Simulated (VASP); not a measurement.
# Pb in VASP: notebook, part 2 of 2

VASP 6.6.1. Earlier steps stand in the parts before.

### Step 3. Single point, PBE

This run uses another cell than the first one, of 34.41 Å³/atom, 0.996 times its volume.

INCAR

```
PREC = Accurate
ENCUT = 520
EDIFF = 1E-6
ISMEAR = 0
SIGMA = 0.1
LREAL = False
LASPH = True
NELM = 60
ALGO = Normal
ISIF = 2
LWAVE = False
LCHARG = True
GGA = PE
LELF = True
LVHAR = True
NBANDS = 13
```

KPOINTS

```
regular mesh
0
Gamma
  18 18 18
```

POSCAR

```
Pb
1.0
    3.2525754501      0.0000000000      0.0000000000
    0.0000000000      3.2525754501      0.0000000000
    0.0000000000      0.0000000000      3.2525754501
Pb
1
Direct
    0.0000000000      0.0000000000      0.0000000000
```

Potentials or basis: VASP PAW PBE potentials, release 64 (Pb_d).

Command:

```
cat potpaw_PBE.64/Pb_d/POTCAR > POTCAR
mpirun -np 1 vasp_std > vasp.out
```

OUTCAR:

```text
PREC = Accurate
   ENCUT = 520
   EDIFF = 1E-6
   ISMEAR = 0
   LREAL = False
   LASPH = True
   NELM = 60
   ISIF = 2
   GGA = PE

 ion  position               nearest neighbor table
   1  0.000  0.000  0.000-

  LATTYP: Found a simple cubic cell.
 ALAT       =     3.2525754501

  Lattice vectors:

 A1 = (   3.2525754501,   0.0000000000,   0.0000000000)
 A2 = (   0.0000000000,   3.2525754501,   0.0000000000)
 A3 = (   0.0000000000,   0.0000000000,   3.2525754501)

Analysis of symmetry for initial positions (statically):
=====================================================================
 Subroutine PRICEL returns:
 Original cell was already a primitive cell.

 Routine SETGRP: Setting up the symmetry group for a
 simple cubic supercell.

 Subroutine GETGRP returns: Found 48 space group operations
 (whereof 48 operations were pure point group operations)
 out of a pool of 48 trial point group operations.

The static configuration has the point symmetry O_h .

Analysis of symmetry for dynamics (positions and initial velocities):
=====================================================================
 Subroutine PRICEL returns:
 Original cell was already a primitive cell.

 Routine SETGRP: Setting up the symmetry group for a
 simple cubic supercell.

 Subroutine GETGRP returns: Found 48 space group operations
 (whereof 48 operations were pure point group operations)
 out of a pool of 48 trial point group operations.

The dynamic configuration has the point symmetry O_h .

 Subroutine INISYM returns: Found 48 space group operations
 (whereof 48 operations are pure point group operations),
 and found     1 'primitive' translations

----------------------------------------------------------------------------------------

                                     Primitive cell

  volume of cell :      34.4098

[... 107 lines left out ...]
  volume/ion in A,a.u.               =      34.41       232.21
  Fermi-wavevector in a.u.,A,eV,Ry     =   1.213082  2.292392 20.021895  1.471568
  Thomas-Fermi vector in A             =   2.348545
   LORBIT       =      0    0 simple, 1 ext, 2 COOP (PROOUT), +10 PAW based schemes
   GGA     = PE    functional components
   LHFCALC =     F    Hartree Fock is set to
   AEXX    =    0.0000 exact exchange contribution
   IVDW    =     0    specifies the selected vdW correction
   LEPSILON=     F    determine dielectric tensor
   LRPA    =     F    only Hartree local field effects (RPA)
 non-spin polarized calculation
 Gauss-broadening in eV      SIGMA  =   0.10
  energy-cutoff  :      520.00
  volume of cell :       34.41
 maximum number of plane-waves:       952
   NGX = 13   NGY = 13   NGZ = 13

 number of electron      14.0000004 magnetization

 Free energy of the ion-electron system (eV)
  ---------------------------------------------------
  ext. energy  EPLUGINS =         0.00000000
  ---------------------------------------------------
  free energy    TOTEN  =        -3.37508562 eV

  energy without entropy =       -3.37217086  energy(sigma->0) =       -3.37362824

 E-fermi :   5.7278     XC(G=0):  -9.4869

 val. band max:        5.7167433660   @ k =   0.3333   0.3333   0.2222
 cond. band min:       5.7316517747   @ k =   0.3333   0.2778   0.2778
 fundamental gap:      0.0149084087
 Fermi energy:         5.7277848492

 k-point     1 :       0.0000    0.0000    0.0000
  band No.  band energies     occupation
      1     -11.4694      2.00000
      2     -11.4694      2.00000
      3     -10.9262      2.00000
      4     -10.9262      2.00000
      5     -10.9262      2.00000
      6      -5.3786      2.00000
      7      10.5629      0.00000
      8      10.5629      0.00000
      9      10.5629      0.00000
     10      13.3899      0.00000
     11      14.9017      0.00000
     12      14.9017      0.00000
     13      23.5816      0.00000
[... 354 lines left out ...]
  band No.  band energies     occupation
      1     -11.4135      2.00000
      2     -11.1429      2.00000
      3     -11.0582      2.00000
      4     -11.0336      2.00000
      5     -10.9338      2.00000
      6      -3.7813      2.00000
      7       3.8497      2.00000
      8      10.1712      0.00000
      9      12.2580      0.00000
     10      15.5020      0.00000
     11      16.1147      0.00000
     12      18.6003      0.00000
     13      19.3778      0.00000

 [... further k-points ...]
[... 5 lines left out ...]
  --------------------------------------------------------------------------------------
  -------------------------------------------------------------------------------------
  Total       -0.0140898     -0.0140898     -0.0140898     -0.0000000     -0.0000000      0.0000000
  in kB       -0.6560431     -0.6560431     -0.6560431     -0.0000000     -0.0000000      0.0000000
  external PRESSURE =      -0.6560431 kB  Pullay stress =       0.0000000 kB

 VOLUME and BASIS-vectors are now :
 -----------------------------------------------------------------------------
  energy-cutoff  :      520.00
  volume of cell :       34.41
      direct lattice vectors                 reciprocal lattice vectors
     3.252575450  0.000000000  0.000000000     0.307448671  0.000000000  0.000000000
     0.000000000  3.252575450  0.000000000     0.000000000  0.307448671  0.000000000
     0.000000000  0.000000000  3.252575450     0.000000000  0.000000000  0.307448671

 POSITION                                       TOTAL-FORCE (eV/Angst)
 -----------------------------------------------------------------------------------
      0.00000      0.00000      0.00000         0.000000      0.000000      0.000000
 -----------------------------------------------------------------------------------
    total drift:                                0.000000     -0.000000      0.000000

  FREE ENERGIE OF THE ION-ELECTRON SYSTEM (eV)
  ---------------------------------------------------
  free  energy   TOTEN  =        -3.3750856208 eV

  energy  without entropy=       -3.3721708595  energy(sigma->0) =       -3.37362824
```

stdout:

```text
POSCAR found type information on POSCAR Pb
 POSCAR found :  1 types and       1 ions
 scaLAPACK will be used
 LDA part: xc-table for (Slater+PW92), standard interpolation
 POSCAR, INCAR and KPOINTS ok, starting setup
 FFT: planning ... GRIDC
 FFT: planning ... GRID_SOFT
 FFT: planning ... GRID
 WAVECAR not read
 entering main loop
```

It took 15 s on 1 thread of Intel Xeon 6975P-C (Granite Rapids), shared host; peak memory 0.2 GiB.

Results:

```yaml
Free_energy: -3.3751 eV
Pressure: -0.1 GPa
Band_gap_on_the_k_mesh: zero (band 7 reaches 10.56 eV, above the bottom of band 8 at 3.97 eV)
```

Caveat: spin-orbit coupling is left out, which moves the levels of the heavy elements.

### Step 4. Relaxation of cell and atoms, PBE

INCAR

```
SYSTEM = Pb
  PREC = Accurate
  ENCUT = 600
  EDIFF = 1E-7
  ISMEAR = 0
  SIGMA = 0.1
  LREAL = .FALSE.
  LASPH = .TRUE.
  NELM = 60
  ALGO = Fast
  ISIF = 3
  LWAVE = .FALSE.
  LCHARG = .FALSE.
  GGA = PE
  IBRION = 2
  NSW = 100
  EDIFFG = -0.01
```

KPOINTS

```
Automatic mesh
0
G
  18 18 18
  0 0 0
```

POSCAR

```
Pb
1.0
    3.2567466072      0.0000000000      0.0000000000
    0.0000000000      3.2567466072      0.0000000000
    0.0000000000      0.0000000000      3.2567466072
Pb
1
Direct
    0.0000000000      0.0000000000      0.0000000000
```

Command:

```
cat potpaw_PBE.64/Pb_d/POTCAR > POTCAR
mpirun -np 1 vasp_std > vasp.out
```

Run time: 63 s. Hardware: 1 thread of Intel Xeon 6975P-C (Granite Rapids), shared host; peak memory 0.24 GiB.

The run converged. Its results:

```yaml
Free_energy: -3.3751 eV
Relaxed_volume: 34.39 Å³/atom
Relaxed_cell: a = 3.252 Å, b = 3.252 Å, c = 3.252 Å, α = 90.00°, β = 90.00°, γ = 90.00°
Space_group_after_relaxing_to_0.05_Å: Pm-3m (No. 221)
Energy_gained_by_relaxing: 0.1 meV/atom
Ionic_steps: 2
Pressure_after_relaxing: 0.0 GPa
Band_gap_on_the_k_mesh: zero (band 7 reaches 10.57 eV, above the bottom of band 8 at 3.97 eV)
```

Final structure:
```
Pb
1.0
     3.25209    0.00000    0.00000
     0.00000    3.25209    0.00000
     0.00000    0.00000    3.25209
Pb
1
Direct
  0.00000 0.00000 0.00000
```

Levels at points of the mesh, in eV from the Fermi level:
| k point | band 5 | band 6 | band 7 | band 8 | band 9 | band 10 |
| --- | --- | --- | --- | --- | --- | --- |
| (0.00, 0.00, 0.00) | -16.65 | -11.11 | 4.84 | 4.84 | 4.84 | 7.67 |
| (0.50, 0.00, 0.00) | -16.64 | -8.79 | -3.86 | 7.06 | 7.06 | 10.55 |
| (0.50, 0.50, 0.00) | -16.48 | -6.55 | -1.76 | -1.76 | 3.50 | 9.47 |
| (0.50, 0.50, 0.50) | -16.47 | -4.25 | 0.24 | 0.24 | 0.24 | 6.35 |

Caveat: spin-orbit coupling is left out, which moves the levels of the heavy elements.

### Step 5. The runs side by side

```csv
task,cell,k mesh,cutoff (eV),gap on the mesh (eV),pressure (GPa)
single point,"a = 3.255, b = 3.255, c = 3.261 Å, 1 atom",6 × 6 × 6,520,none,-0.3
single point,"a = 3.253 Å, 1 atom",18 × 18 × 18,520,none,-0.1
relaxation of cell and atoms,"relaxed from a = 3.257 Å, 1 atom",18 × 18 × 18,600,none,0.0
```

Alike in all rows: level PBE; potentials or basis VASP PAW PBE potentials, release 64 (Pb_d); no spin polarisation; smearing gaussian 0.1 eV.

Caveats: spin-orbit coupling is left out, which moves the levels of the heavy elements.

Absolute energies hang on the potentials; compare differences alone.
